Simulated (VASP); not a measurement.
Write the native input for VASP 6.6.1 that does the following.

```
Task                      : relaxation of the atoms
Functional                : PBE
Dispersion                : D3(BJ)
Potentials or basis       : VASP PAW PBE potentials, release 64 (Ti_sv)
Cutoff                    : 520 eV
k mesh                    : 9 × 9 × 1
Occupations               : gaussian, width 0.1 eV
Spin                      : no spin polarisation
Dipole correction         : yes
Atoms held fixed (from 0) : [0, 1, 2]
Further INCAR settings    : ALGO = Normal; EDIFF = 1e-06; IBRION = 2; EDIFFG = -0.03; NSW = 70
```

The structure of Ti lies in POSCAR:

```
Ti
1.0
    4.5189557244      0.0000000000      0.0000000000
   -2.2594778622      3.9135304559      0.0000000000
    0.0000000000      0.0000000000     18.6121398729
Ti
6
Selective dynamics
Direct
    0.6666666667      0.3333333333      0.3760986135  F F F
    0.3333333333      0.6666666667      0.4256591681  F F F
    0.0000000000      0.0000000000      0.4752197227  F F F
    0.6666666667      0.3333333333      0.5247802773  T T T
    0.3333333333      0.6666666667      0.5743408319  T T T
    0.0000000000      0.0000000000      0.6239013865  T T T
```

These files were run (other wordings do the same):

INCAR

```
SYSTEM = Ti
PREC     = Accurate       ! precision mode
ENCUT    = 520            ! plane-wave cutoff, eV
EDIFF    = 1E-6           ! SCF threshold, eV
ISMEAR   = 0              ! smearing method
SIGMA    = 0.1            ! smearing width, eV
LREAL    = .FALSE.        ! projectors in reciprocal space
LASPH    = .TRUE.         ! aspherical terms in the spheres
NELM     = 100            ! most SCF steps
ALGO     = Normal         ! electronic algorithm
ISIF     = 2              ! what is computed and relaxed
LWAVE    = .FALSE.        ! write WAVECAR
LCHARG   = .FALSE.        ! write CHGCAR
LDIPOL   = .TRUE.       
IDIPOL   = 3            
DIPOL    = 0.5 0.5 0.500
GGA      = PE             ! functional
IVDW     = 12             ! dispersion correction
IBRION   = 2              ! ionic algorithm
NSW      = 70             ! ionic steps
EDIFFG   = -0.03          ! ionic threshold
```

KPOINTS

```
Automatic mesh
0
G
  9 9 1
  0 0 0
```

Potentials or basis: VASP PAW PBE potentials, release 64 (Ti_sv).

Run with:

```bash
$ cat potpaw_PBE.64/Ti_sv/POTCAR > POTCAR
$ mpirun -np 1 vasp_std > vasp.out
```

Results of the run:

The energy gained by relaxing is 31.5 meV/atom, the ionic steps are 11 and the band gap on the k mesh is zero (bands 36 and 37 overlap by 0.26 eV). The dispersion energy per atom is -0.374 eV.

Wall time 22 min on 1 thread of Intel(R) Xeon(R) 6975P-C (Granite Rapids), with other jobs on the host, peak memory 0.53 GiB.
